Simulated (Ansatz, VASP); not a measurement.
## Two plane-wave programs on Ta3N

The input INCAR:

```
SYSTEM = Ta3N
ALGO = Normal
EDIFF = 1E-6
ENCUT = 600
GGA = PE
GGA_COMPAT = .False.
ISIF = 2
ISMEAR = 0
ISPIN = 2
LASPH = .True.
LCHARG = .False.
LMAXMIX = 4
LORBIT = 11
LREAL = .False.
LWAVE = .False.
MAGMOM = 1 1 1 0
NBANDS = 31
NELM = 200
PREC = Accurate
SIGMA = 0.1
```

The input KPOINTS:

```
k-points
0
Gamma
  6 6 6
  0 0 0
```

File POSCAR:

```
Ta3N
1.0
    3.8993387023      0.0000000000      0.0000000000
    0.0000000000      3.8993387023      0.0000000000
    0.0000000000      0.0000000000      3.8993387023
Ta N
3 1
Direct
    0.0000000000      0.5000000000      0.5000000000
    0.5000000000      0.0000000000      0.5000000000
    0.5000000000      0.5000000000      0.0000000000
    0.0000000000      0.0000000000      0.0000000000
```

Input for Ansatz:

```yaml
crystal:
  lattice:
    - [3.8993387023, 0.0, 0.0]
    - [0.0, 3.8993387023, 0.0]
    - [0.0, 0.0, 3.8993387023]
  atoms:
    - { symbol: Ta, position: [0.0, 0.5, 0.5], spin: 1.0 }
    - { symbol: Ta, position: [0.5, 0.0, 0.5], spin: 1.0 }
    - { symbol: Ta, position: [0.5, 0.5, 0.0], spin: 1.0 }
    - { symbol: "N", position: [0.0, 0.0, 0.0] }
basis:
  ecutwfc: 420
kpoints:
  mp_grid: { grid: [6, 6, 6] }
hamiltonian:
  xc: pbe
scf:
  occupations: { method: gaussian, width: 0.1 }
  lower_state_search: "off"
output:
  forces: true
  stress: true
  eigenvalues: true
  populations: true
magnetization:
  spin_polarized: true
```

Alike in both runs: task single point; functional PBE; k mesh 6 × 6 × 6; occupations gaussian, width 0.1 eV; collinear spin.

|  | VASP | Ansatz |
| --- | --- | --- |
| version | VASP 6.6.1 | Ansatz 0.2.0 |
| potentials or method | VASP PAW PBE potentials, release 64 (Ta_pv, N), cutoff 600 eV | scalar-relativistic, plane waves, PAW |
| valence electrons in the cell | 38 | 44 |

```csv
,VASP,Ansatz,Ansatz less VASP
gap on the k mesh at the Fermi level (eV),none,none,-
pressure (GPa),9.7,9.4,-0.24
net moment per atom (μB),0.00,0.00,0.000
```

A gap of «none» marks a metal or a gap that the smearing closes. With one functional, cell and mesh, what is left measures potentials, basis and numerics. VASP's potentials hold 38 valence electrons a cell and Ansatz's 44, so a difference there can come from the potentials and not from the codes. Ansatz's warnings: seeded moment not kept.

Neither program's run includes spin-orbit coupling.
